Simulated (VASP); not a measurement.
# ZrB2 (P6/mmm) in VASP: electric field gradients with r2SCAN

Aim: the electric field gradients of ZrB2 with r2SCAN.

Program: VASP 6.6.1. These are calculated values, not measurements. Logs are shortened: lines on timing, memory, paths and dates and some standing lists are left out, and cuts for length are marked.

**1. The cell of the first run**

The structure is hexagonal, space group P6/mmm (No. 191). The conventional cell has a = 3.167 Å, b = 3.167 Å, c = 3.551 Å, α = 90.00°, β = 90.00°, γ = 120.00°. Within 3.4 Å of Zr (site symmetry 6/mmm) lie 12 B at 2.55 Å and 6 Zr at 3.17 Å. B (site symmetry -6m2) has 3 B at 1.83 Å within 2.4 Å.

**2. Electric field gradients, r2SCAN**

POSCAR reads:

```
ZrB2
1.0
    3.1674102762      0.0000000000      0.0000000000
   -1.5837051381      2.7430577634      0.0000000000
    0.0000000000      0.0000000000      3.5511496560
Zr B
1 2
Direct
    0.0000000000      0.0000000000      0.0000000000
    0.3333333333      0.6666666667      0.5000000000
    0.6666666667      0.3333333333      0.5000000000
```

INCAR.step1 reads:

```
PREC = Accurate
ENCUT = 520
ISMEAR = 0
SIGMA = 0.05
LREAL = False
LASPH = True
NELM = 80
NBANDS = 16
GGA = PE
ALGO = Normal
EDIFF = 1E-4
LWAVE = True
LCHARG = False
```

INCAR.step2 reads:

```
PREC = Accurate
ENCUT = 520
EDIFF = 1E-8
ISMEAR = 0
SIGMA = 0.05
LREAL = False
LASPH = True
NELM = 80
ALGO = Normal
ISIF = 2
LWAVE = False
LCHARG = False
METAGGA = R2SCAN
LMIXTAU = True
LEFG = True
NBANDS = 16
ISTART = 1
```

KPOINTS reads:

```
Automatic mesh
0
Gamma
  14 14 12
```

Potentials or basis: VASP PAW PBE potentials, release 64 (Zr_sv, B).

Started as:

```console
> cat potpaw_PBE.64/Zr_sv/POTCAR potpaw_PBE.64/B/POTCAR > POTCAR
> cp INCAR.step1 INCAR
> mpirun -np 1 vasp_std > vasp.out
> cp INCAR.step2 INCAR
> mpirun -np 1 vasp_std > vasp.out
```

OUTCAR:

```text
PREC = Accurate
   ENCUT = 520
   EDIFF = 1E-8
   ISMEAR = 0
   LREAL = False
   LASPH = True
   NELM = 80
   ISIF = 2
   METAGGA = R2SCAN
   ISTART = 1

 ion  position               nearest neighbor table
   1  0.000  0.000  0.000-   2 2.55   3 2.55   2 2.55   3 2.55   3 2.55   3 2.55   2 2.55   2 2.55
                             3 2.55   3 2.55   2 2.55   2 2.55
   2  0.333  0.667  0.500-   3 1.83   3 1.83   3 1.83   1 2.55   1 2.55   1 2.55   1 2.55   1 2.55
                             1 2.55
   3  0.667  0.333  0.500-   2 1.83   2 1.83   2 1.83   1 2.55   1 2.55   1 2.55   1 2.55   1 2.55
                             1 2.55

  LATTYP: Found a hexagonal cell.
 ALAT       =     3.1674102762
 C/A-ratio  =     1.1211524073

  Lattice vectors:

 A1 = (   3.1674102762,   0.0000000000,   0.0000000000)
 A2 = (  -1.5837051381,   2.7430577634,   0.0000000000)
 A3 = (   0.0000000000,   0.0000000000,   3.5511496560)

Analysis of symmetry for initial positions (statically):
=====================================================================
 Subroutine PRICEL returns:
 Original cell was already a primitive cell.

 Routine SETGRP: Setting up the symmetry group for a
 hexagonal supercell.

 Subroutine GETGRP returns: Found 24 space group operations
 (whereof 24 operations were pure point group operations)
 out of a pool of 24 trial point group operations.

The static configuration has the point symmetry D_6h.

Analysis of symmetry for dynamics (positions and initial velocities):
=====================================================================
 Subroutine PRICEL returns:
 Original cell was already a primitive cell.

 Routine SETGRP: Setting up the symmetry group for a
 hexagonal supercell.

 Subroutine GETGRP returns: Found 24 space group operations
 (whereof 24 operations were pure point group operations)
 out of a pool of 24 trial point group operations.

The dynamic configuration has the point symmetry D_6h.

 Subroutine INISYM returns: Found 24 space group operations
[... 130 lines left out ...]
 non-spin polarized calculation
 Gauss-broadening in eV      SIGMA  =   0.05
  energy-cutoff  :      520.00
  volume of cell :       30.85
 maximum number of plane-waves:       844
 NGX is ok and might be reduce to    24
   NGX = 11   NGY = 11   NGZ = 13

 number of electron      18.0000000 magnetization

 Free energy of the ion-electron system (eV)
  ---------------------------------------------------
  ext. energy  EPLUGINS =         0.00000000
  ---------------------------------------------------
  free energy    TOTEN  =       -40.63691437 eV

  energy without entropy =      -40.63668152  energy(sigma->0) =      -40.63679795

 E-fermi :  10.6118     XC(G=0): -13.3551

 val. band max:       10.5969344167   @ k =   0.3571   0.2143   0.0000
 cond. band min:      10.6782086749   @ k =   0.0000   0.0000   0.2500
 fundamental gap:      0.0812742582
 Fermi energy:        10.6117999124

 k-point     1 :       0.0000    0.0000    0.0000
  band No.  band energies     occupation
      1     -39.8223      2.00000
      2     -17.3198      2.00000
      3     -16.7370      2.00000
      4     -16.7370      2.00000
      5      -3.0247      2.00000
      6       7.8691      2.00000
[... 433 lines left out ...]
      3     -17.3474      2.00000
      4     -17.1107      2.00000
      5       1.9665      2.00000
      6       2.1817      2.00000
[... 8 lines left out ...]
     15      22.0600      0.00000
     16      22.3243      0.00000

 [... further k-points ...]
[... 5 lines left out ...]
  --------------------------------------------------------------------------------------
  -------------------------------------------------------------------------------------
  Total        0.0171309      0.0171309      0.0187255      0.0000000      0.0000000      0.0000000
  in kB        0.8895738      0.8895738      0.9723800      0.0000000      0.0000000      0.0000000
  external PRESSURE =       0.9171758 kB  Pullay stress =       0.0000000 kB

 VOLUME and BASIS-vectors are now :
 -----------------------------------------------------------------------------
  energy-cutoff  :      520.00
  volume of cell :       30.85
      direct lattice vectors                 reciprocal lattice vectors
     3.167410276  0.000000000  0.000000000     0.315715336  0.182278334  0.000000000
    -1.583705138  2.743057763  0.000000000     0.000000000  0.364556669  0.000000000
     0.000000000  0.000000000  3.551149656     0.000000000  0.000000000  0.281598946

 POSITION                                       TOTAL-FORCE (eV/Angst)
 -----------------------------------------------------------------------------------
      0.00000      0.00000      0.00000        -0.000000      0.000000      0.000000
     -0.00000      1.82871      1.77557         0.000000      0.000000      0.000000
      1.58371      0.91435      1.77557        -0.000000      0.000000      0.000000
 -----------------------------------------------------------------------------------
    total drift:                               -0.000000      0.000000      0.000000

  FREE ENERGIE OF THE ION-ELECTRON SYSTEM (eV)
  ---------------------------------------------------
  free  energy   TOTEN  =       -40.6369143691 eV

  energy  without entropy=      -40.6366815233  energy(sigma->0) =      -40.63679795

 Electric field gradients (V/A^2)
---------------------------------------------------------------------
 ion       V_xx      V_yy      V_zz      V_xy      V_xz      V_yz
---------------------------------------------------------------------
   1     -19.274   -19.274    38.548    -0.000     0.000     0.000
   2      -1.001    -1.001     2.001    -0.000     0.000     0.000
   3      -1.001    -1.001     2.001    -0.000     0.000     0.000
---------------------------------------------------------------------

 Electric field gradients after diagonalization (V/A^2)
 (convention: |V_zz| > |V_xx| > |V_yy|)
----------------------------------------------------------------------
 ion       V_xx      V_yy      V_zz     asymmetry (V_yy - V_xx)/ V_zz
----------------------------------------------------------------------
   1     -19.274   -19.274    38.548       0.000
   2      -1.001    -1.001     2.001       0.000
   3      -1.001    -1.001     2.001       0.000
----------------------------------------------------------------------

           NMR quadrupolar parameters

 Cq : quadrupolar parameter    Cq=e*Q*V_zz/h
 eta: asymmetry parameters     (V_yy - V_xx)/ V_zz
 Q  : nuclear electric quadrupole moment in mb (millibarn)
----------------------------------------------------------------------
 ion       Cq(MHz)       eta       Q (mb)
----------------------------------------------------------------------
   1       0.093       0.000       1.000
   2       0.005       0.000       1.000
   3       0.005       0.000       1.000
----------------------------------------------------------------------
```

Run time: 3.6 min. Hardware: 1 thread of Intel Xeon Platinum 8375C at 2.90GHz (Ice Lake), shared host; peak memory 0.21 GiB.

Results:

* Free energy: -40.6369 eV
* Pressure: 0.1 GPa
* Band gap on the k mesh: zero (band 9 reaches 11.47 eV, above the bottom of band 10 at 10.36 eV)

Electric field gradients, principal values (V/Å²):
| atom | least | middle | greatest (by size) |
| --- | --- | --- | --- |
| 1 Zr | -19.274 | -19.274 | 38.548 |
| 2 B | -1.001 | -1.001 | 2.001 |
| 3 B | -1.001 | -1.001 | 2.001 |

Caveat: without QUAD_EFG the Cq values of the log hold for a quadrupole moment of 1 mb, not for the nuclei; the PAW data sets were made with another functional, which shifts forces and pressure a little.
